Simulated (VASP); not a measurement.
MgH2, 6 atoms in the cell. Symmetry: P4_2/mnm, No. 136, tetragonal system. The conventional cell has a = 4.477 Å, b = 4.477 Å, c = 3.008 Å, α = 90.00°, β = 90.00°, γ = 90.00°. Within 2.6 Å of Mg (site symmetry mmm) lie 6 H at 1.93 to 1.95 Å. Within 2.6 Å of H (site symmetry m2m) lie 3 Mg at 1.93 to 1.95 Å and 1 H at 2.48 Å. 

```yaml
Program: VASP 6.6.1
Task: single point
Functional: r2SCAN
Potentials_or_basis: VASP PAW PBE potentials, release 64 (Mg, H)
Cutoff: 660 eV
k_mesh: 6 × 6 × 8
Occupations: gaussian, width 0.02 eV
Spin: no spin polarisation
Dipole_correction: no
Further_INCAR_settings: ALGO = Normal; EDIFF = 1e-06; NBANDS = 13
```

Potentials or basis: VASP PAW PBE potentials, release 64 (Mg, H).

Launch:

```console
$ cat potpaw_PBE.64/Mg/POTCAR potpaw_PBE.64/H/POTCAR > POTCAR
$ cp INCAR.step1 INCAR
$ mpirun -np 1 vasp_std > vasp.out
$ cp INCAR.step2 INCAR
$ mpirun -np 1 vasp_std > vasp.out
```

Hardware: 1 thread of Intel(R) Xeon(R) Platinum 8488C (Sapphire Rapids) (shared host).

**Question.** Estimate the wall time of this run.

**Answer.** It took 100 s on 1 thread of Intel(R) Xeon(R) Platinum 8488C (Sapphire Rapids), on a shared host, peak memory 0.23 GiB. Counts: k points 50.
